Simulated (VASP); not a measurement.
# Te2Mo in VASP: a series of runs, part 2 of 3

VASP 6.6.1.

### 5 Single point, r2SCAN

The input, POSCAR:

```
Te2Mo
1.0
    3.5038241256      0.0000000000      0.0000000000
   -1.7519120628      3.0344007031      0.0000000000
    0.0000000000      0.0000000000     33.2702847815
Te Mo
2 1
Direct
    0.3333333333      0.6666666667      0.4453867173
    0.3333333333      0.6666666667      0.5546132827
    0.6666666667      0.3333333333      0.5000000000
```

The input, INCAR.step1:

```
SYSTEM = Te2Mo
ALGO = Normal ; DIPOL = 0.5 0.5 0.500
EDIFF = 1E-4 ; ENCUT = 520
GGA = PE ; IDIPOL = 3
ISMEAR = 0 ; LASPH = .True.
LCHARG = .False. ; LDIPOL = .True.
LREAL = .False. ; LWAVE = .True.
NBANDS = 20 ; NELM = 80
PREC = Accurate ; SIGMA = 0.02
```

The input, INCAR.step2:

```
SYSTEM = Te2Mo
ALGO = Normal ; DIPOL = 0.5 0.5 0.500
EDIFF = 1E-7 ; ENCUT = 520
IDIPOL = 3 ; ISIF = 2
ISMEAR = 0 ; ISTART = 1
LASPH = .True. ; LCHARG = .False.
LDIPOL = .True. ; LMIXTAU = .True.
LREAL = .False. ; LWAVE = .False.
METAGGA = R2SCAN ; NBANDS = 20
NELM = 80 ; PREC = Accurate
SIGMA = 0.02
```

The input, KPOINTS:

```
k-points
0
Gamma
  9 9 1
  0 0 0
```

Potentials or basis: VASP PAW PBE potentials, release 64 (Te, Mo_sv).

Run with:

```sh
$ cat potpaw_PBE.64/Te/POTCAR potpaw_PBE.64/Mo_sv/POTCAR > POTCAR
$ cp INCAR.step1 INCAR
$ mpirun -np 1 vasp_std > vasp.out
$ cp INCAR.step2 INCAR
$ mpirun -np 1 vasp_std > vasp.out
```

OUTCAR:

```text
SYSTEM = Te2Mo
   EDIFF = 1E-7
   ENCUT = 520
   ISIF = 2
   ISMEAR = 0
   ISTART = 1
   LASPH = .True.
   LREAL = .False.
   METAGGA = R2SCAN
   NELM = 80
   PREC = Accurate

 ion  position               nearest neighbor table
   1  0.333  0.667  0.445-   3 2.72   3 2.72   3 2.72   2 3.63
   2  0.333  0.667  0.555-   3 2.72   3 2.72   3 2.72   1 3.63
   3  0.667  0.333  0.500-   1 2.72   2 2.72   1 2.72   2 2.72   1 2.72   2 2.72

  LATTYP: Found a hexagonal cell.
 ALAT       =     3.5038241256
 C/A-ratio  =     9.4954208855

  Lattice vectors:

 A1 = (   3.5038241256,   0.0000000000,   0.0000000000)
 A2 = (  -1.7519120628,   3.0344007031,   0.0000000000)
 A3 = (   0.0000000000,   0.0000000000,  33.2702847815)

Analysis of symmetry for initial positions (statically):
=====================================================================
 Subroutine PRICEL returns:
 Original cell was already a primitive cell.

 Routine SETGRP: Setting up the symmetry group for a
 hexagonal supercell.

 Subroutine GETGRP returns: Found 12 space group operations
 (whereof 12 operations were pure point group operations)
 out of a pool of 24 trial point group operations.

The static configuration has the point symmetry D_3h.

Analysis of symmetry for dynamics (positions and initial velocities):
=====================================================================
 Subroutine PRICEL returns:
 Original cell was already a primitive cell.

 Routine SETGRP: Setting up the symmetry group for a
 hexagonal supercell.

 Subroutine GETGRP returns: Found 12 space group operations
 (whereof 12 operations were pure point group operations)
 out of a pool of 24 trial point group operations.

The dynamic configuration has the point symmetry D_3h.

 Subroutine INISYM returns: Found 12 space group operations
 (whereof 12 operations are pure point group operations),
 and found     1 'primitive' translations

[... 105 lines left out ...]
  Fermi-wavevector in a.u.,A,eV,Ry     =   0.685765  1.295908  6.398463  0.470274
  Thomas-Fermi vector in A             =   1.765800
   LORBIT       =      0    0 simple, 1 ext, 2 COOP (PROOUT), +10 PAW based schemes
   METAGGA = R2SCAN    functional components
   LHFCALC =     F    Hartree Fock is set to
   AEXX    =    0.0000 exact exchange contribution
   IVDW    =     0    specifies the selected vdW correction
   LEPSILON=     F    determine dielectric tensor
   LRPA    =     F    only Hartree local field effects (RPA)
 non-spin polarized calculation
 Gauss-broadening in eV      SIGMA  =   0.02
  energy-cutoff  :      520.00
  volume of cell :      353.73
 maximum number of plane-waves:      9651
 NGX is ok and might be reduce to    28
   NGX = 13   NGY = 13   NGZ =123

 number of electron      26.0000002 magnetization

 dipolmoment           0.000000      0.000000     -0.000000 electrons x Angstroem

 Free energy of the ion-electron system (eV)
  ---------------------------------------------------
  ext. energy  EPLUGINS =         0.00000000
  ---------------------------------------------------
  free energy    TOTEN  =       -77.74986973 eV

  energy without entropy =      -77.74986973  energy(sigma->0) =      -77.74986973

 E-fermi :  -2.1414     XC(G=0):  -2.5747

 val. band max:       -2.2448755584   @ k =   0.3333   0.3333   0.0000
 cond. band min:      -0.9702778402   @ k =   0.3333   0.3333   0.0000
 fundamental gap:      1.2745977182
 Fermi energy:        -2.1414341315

 k-point     1 :       0.0000    0.0000    0.0000
  band No.  band energies     occupation
      1     -64.8665      2.00000
      2     -38.3201      2.00000
      3     -38.1770      2.00000
      4     -38.1770      2.00000
      5     -15.5250      2.00000
      6     -14.5227      2.00000
[... 265 lines left out ...]
     19       3.2601      0.00000
     20       5.5715      0.00000

------------------------ aborting loop because EDIFF is reached ----------------------------------------

 vacuum level on the upper side and lower side of the slab       (xc-potential included)         0.000         0.000

  FORCE on cell =-STRESS in cart. coord.  units (eV):
  Direction    XX          YY          ZZ          XY          YZ          ZX
  --------------------------------------------------------------------------------------
  -------------------------------------------------------------------------------------
  Total        1.1513783      1.1513783     -0.2683919      0.0000000      0.0000000      0.0000000
  in kB        5.2150306      5.2150306     -1.2156493      0.0000000      0.0000000      0.0000000
  external PRESSURE =       3.0714706 kB  Pullay stress =       0.0000000 kB

 VOLUME and BASIS-vectors are now :
 -----------------------------------------------------------------------------
  energy-cutoff  :      520.00
  volume of cell :      353.73
      direct lattice vectors                 reciprocal lattice vectors
     3.503824126  0.000000000  0.000000000     0.285402453  0.164777183  0.000000000
    -1.751912063  3.034400703  0.000000000     0.000000000  0.329554366  0.000000000
     0.000000000  0.000000000 33.270284782     0.000000000  0.000000000  0.030056851

 POSITION                                       TOTAL-FORCE (eV/Angst)
 -----------------------------------------------------------------------------------
     -0.00000      2.02293     14.81814        -0.000000     -0.000000      0.071976
     -0.00000      2.02293     18.45214        -0.000000     -0.000000     -0.071976
      1.75191      1.01147     16.63514         0.000000      0.000000      0.000000
 -----------------------------------------------------------------------------------
    total drift:                               -0.000000      0.000000      0.000000

  FREE ENERGIE OF THE ION-ELECTRON SYSTEM (eV)
  ---------------------------------------------------
  free  energy   TOTEN  =       -77.7498697278 eV

  energy  without entropy=      -77.7498697278  energy(sigma->0) =      -77.74986973

 vacuum level on the upper side and lower side of the slab         2.732         2.732
```

OUTCAR.step1:

```text
SYSTEM = Te2Mo
   EDIFF = 1E-4
   ENCUT = 520
   GGA = PE
   ISMEAR = 0
   LASPH = .True.
   LREAL = .False.
   NELM = 80
   PREC = Accurate

[... 488 lines left out ...]
     -0.00000      2.02293     18.45214         0.000000     -0.000000      0.159618
      1.75191      1.01147     16.63514        -0.000000      0.000000      0.000000
 -----------------------------------------------------------------------------------
    total drift:                               -0.000000      0.000000      0.000000

  FREE ENERGIE OF THE ION-ELECTRON SYSTEM (eV)
  ---------------------------------------------------
  free  energy   TOTEN  =       -18.0078661144 eV

  energy  without entropy=      -18.0078661144  energy(sigma->0) =      -18.00786611

 vacuum level on the upper side and lower side of the slab         2.250         2.250
```

It took 8.1 min on 1 thread of Intel Xeon 6975P-C (Granite Rapids), shared host; peak memory 0.49 GiB.

Results:

```
Free energy            : -77.7499 eV
Largest force          : 0.072 eV/Å
Band gap on the k mesh : 1.27 eV, direct
```

Forces on the atoms (eV/Å):
```
Te   0.000  0.000  0.072
Te   0.000  0.000 -0.072
Mo   0.000  0.000  0.000
```

Caveat: the PAW data sets were made with another functional, which shifts forces and pressure a little; spin-orbit coupling is left out, which moves the levels of the heavy elements.

### 6 Single point, r2SCAN

POSCAR is that of step 5.

The input, INCAR.step1:

```
PREC     = Accurate       # precision mode
ENCUT    = 520            # plane-wave cutoff, eV
ISMEAR   = 0              # smearing method
SIGMA    = 0.02           # smearing width, eV
LREAL    = False          # projectors in reciprocal space
LASPH    = True           # aspherical terms in the spheres
NELM     = 100            # most SCF steps
LDIPOL   = True         
IDIPOL   = 3            
DIPOL    = 0.5 0.5 0.500
NBANDS   = 20             # bands
GGA      = PE             # functional
ALGO     = Normal         # electronic algorithm
EDIFF    = 1E-4           # SCF threshold, eV
LWAVE    = True           # write WAVECAR
LCHARG   = False          # write CHGCAR
```

The input, INCAR.step2:

```
PREC     = Accurate       # precision mode
ENCUT    = 520            # plane-wave cutoff, eV
EDIFF    = 1E-6           # SCF threshold, eV
ISMEAR   = 0              # smearing method
SIGMA    = 0.02           # smearing width, eV
LREAL    = False          # projectors in reciprocal space
LASPH    = True           # aspherical terms in the spheres
NELM     = 100            # most SCF steps
ALGO     = Normal         # electronic algorithm
ISIF     = 2              # what is computed and relaxed
LWAVE    = False          # write WAVECAR
LCHARG   = False          # write CHGCAR
LDIPOL   = True         
IDIPOL   = 3            
DIPOL    = 0.5 0.5 0.500
METAGGA  = R2SCAN         # meta-GGA
LMIXTAU  = True         
NBANDS   = 20             # bands
ISTART   = 1
```

The input, KPOINTS:

```
regular mesh
0
Gamma
  9 9 1
```

Potentials or basis: VASP PAW PBE potentials, release 64 (Te, Mo_sv).

Run with:

```sh
$ cat potpaw_PBE.64/Te/POTCAR potpaw_PBE.64/Mo_sv/POTCAR > POTCAR
$ cp INCAR.step1 INCAR
$ mpirun -np 1 vasp_std > vasp.out
$ cp INCAR.step2 INCAR
$ mpirun -np 1 vasp_std > vasp.out
```

OUTCAR:

```text
PREC = Accurate
   ENCUT = 520
   EDIFF = 1E-6
   ISMEAR = 0
   LREAL = False
   LASPH = True
   NELM = 100
   ISIF = 2
   METAGGA = R2SCAN
   ISTART = 1

 ion  position               nearest neighbor table
   1  0.333  0.667  0.445-   3 2.72   3 2.72   3 2.72   2 3.63
   2  0.333  0.667  0.555-   3 2.72   3 2.72   3 2.72   1 3.63
   3  0.667  0.333  0.500-   1 2.72   2 2.72   1 2.72   2 2.72   1 2.72   2 2.72

  LATTYP: Found a hexagonal cell.
 ALAT       =     3.5038241256
 C/A-ratio  =     9.4954208855

  Lattice vectors:

 A1 = (   3.5038241256,   0.0000000000,   0.0000000000)
 A2 = (  -1.7519120628,   3.0344007031,   0.0000000000)
 A3 = (   0.0000000000,   0.0000000000,  33.2702847815)

Analysis of symmetry for initial positions (statically):
=====================================================================
 Subroutine PRICEL returns:
 Original cell was already a primitive cell.

 Routine SETGRP: Setting up the symmetry group for a
 hexagonal supercell.

 Subroutine GETGRP returns: Found 12 space group operations
 (whereof 12 operations were pure point group operations)
 out of a pool of 24 trial point group operations.

The static configuration has the point symmetry D_3h.

Analysis of symmetry for dynamics (positions and initial velocities):
=====================================================================
 Subroutine PRICEL returns:
 Original cell was already a primitive cell.

 Routine SETGRP: Setting up the symmetry group for a
 hexagonal supercell.

 Subroutine GETGRP returns: Found 12 space group operations
 (whereof 12 operations were pure point group operations)
 out of a pool of 24 trial point group operations.

The dynamic configuration has the point symmetry D_3h.

 Subroutine INISYM returns: Found 12 space group operations
 (whereof 12 operations are pure point group operations),
 and found     1 'primitive' translations

[... 104 lines left out ...]
  volume/ion in A,a.u.               =     117.91       795.70
  Fermi-wavevector in a.u.,A,eV,Ry     =   0.685765  1.295908  6.398463  0.470274
  Thomas-Fermi vector in A             =   1.765800
   LORBIT       =      0    0 simple, 1 ext, 2 COOP (PROOUT), +10 PAW based schemes
   METAGGA = R2SCAN    functional components
   LHFCALC =     F    Hartree Fock is set to
   AEXX    =    0.0000 exact exchange contribution
   IVDW    =     0    specifies the selected vdW correction
   LEPSILON=     F    determine dielectric tensor
   LRPA    =     F    only Hartree local field effects (RPA)
 non-spin polarized calculation
 Gauss-broadening in eV      SIGMA  =   0.02
  energy-cutoff  :      520.00
  volume of cell :      353.73
 maximum number of plane-waves:      9651
 NGX is ok and might be reduce to    28
   NGX = 13   NGY = 13   NGZ =123

 number of electron      26.0000002 magnetization

 dipolmoment           0.000000      0.000000     -0.000000 electrons x Angstroem

 Free energy of the ion-electron system (eV)
  ---------------------------------------------------
  ext. energy  EPLUGINS =         0.00000000
  ---------------------------------------------------
  free energy    TOTEN  =       -77.74985749 eV

  energy without entropy =      -77.74985749  energy(sigma->0) =      -77.74985749

 E-fermi :  -2.1455     XC(G=0):  -2.5788

 val. band max:       -2.2447089159   @ k =   0.3333   0.3333   0.0000
 cond. band min:      -0.9701141393   @ k =   0.3333   0.3333   0.0000
 fundamental gap:      1.2745947766
 Fermi energy:        -2.1454707847

 k-point     1 :       0.0000    0.0000    0.0000
  band No.  band energies     occupation
      1     -64.8663      2.00000
      2     -38.3199      2.00000
      3     -38.1769      2.00000
      4     -38.1769      2.00000
      5     -15.5248      2.00000
      6     -14.5225      2.00000
[... 265 lines left out ...]
     19       3.2593      0.00000
     20       5.5670      0.00000

------------------------ aborting loop because EDIFF is reached ----------------------------------------

 vacuum level on the upper side and lower side of the slab       (xc-potential included)        -0.003        -0.003

  FORCE on cell =-STRESS in cart. coord.  units (eV):
  Direction    XX          YY          ZZ          XY          YZ          ZX
  --------------------------------------------------------------------------------------
  -------------------------------------------------------------------------------------
  Total        1.1504732      1.1504732     -0.2686903      0.0000000      0.0000000     -0.0000000
  in kB        5.2109312      5.2109312     -1.2170009      0.0000000      0.0000000     -0.0000000
  external PRESSURE =       3.0682871 kB  Pullay stress =       0.0000000 kB

 VOLUME and BASIS-vectors are now :
 -----------------------------------------------------------------------------
  energy-cutoff  :      520.00
  volume of cell :      353.73
      direct lattice vectors                 reciprocal lattice vectors
     3.503824126  0.000000000  0.000000000     0.285402453  0.164777183  0.000000000
    -1.751912063  3.034400703  0.000000000     0.000000000  0.329554366  0.000000000
     0.000000000  0.000000000 33.270284782     0.000000000  0.000000000  0.030056851

 POSITION                                       TOTAL-FORCE (eV/Angst)
 -----------------------------------------------------------------------------------
     -0.00000      2.02293     14.81814         0.000000     -0.000000      0.071671
     -0.00000      2.02293     18.45214         0.000000     -0.000000     -0.071671
      1.75191      1.01147     16.63514        -0.000000      0.000000      0.000000
 -----------------------------------------------------------------------------------
    total drift:                               -0.000000      0.000000      0.000000

  FREE ENERGIE OF THE ION-ELECTRON SYSTEM (eV)
  ---------------------------------------------------
  free  energy   TOTEN  =       -77.7498574877 eV

  energy  without entropy=      -77.7498574877  energy(sigma->0) =      -77.74985749

 vacuum level on the upper side and lower side of the slab         2.727         2.727
```

OUTCAR.step1:

```text
PREC = Accurate
   ENCUT = 520
   ISMEAR = 0
   LREAL = False
   LASPH = True
   NELM = 100
   GGA = PE
   EDIFF = 1E-4

 ion  position               nearest neighbor table
[... 488 lines left out ...]
      1.75191      1.01147     16.63514        -0.000000      0.000000      0.000000
 -----------------------------------------------------------------------------------
    total drift:                               -0.000000      0.000000      0.000000

  FREE ENERGIE OF THE ION-ELECTRON SYSTEM (eV)
  ---------------------------------------------------
  free  energy   TOTEN  =       -18.0078661144 eV

  energy  without entropy=      -18.0078661144  energy(sigma->0) =      -18.00786611

 vacuum level on the upper side and lower side of the slab         2.250         2.250
```

Wall time 6.7 min (1 thread of Intel Xeon 6975P-C (Granite Rapids), shared host); peak memory 0.5 GiB.

Results:

```
Free energy            : -77.7499 eV
Largest force          : 0.072 eV/Å
Band gap on the k mesh : 1.27 eV, direct
```

Forces on the atoms (eV/Å):
```
Te   0.000  0.000  0.072
Te   0.000  0.000 -0.072
Mo   0.000  0.000  0.000
```

Caveat: the PAW data sets were made with another functional, which shifts forces and pressure a little; spin-orbit coupling is left out, which moves the levels of the heavy elements.

(Continued in part 3 of 3.)
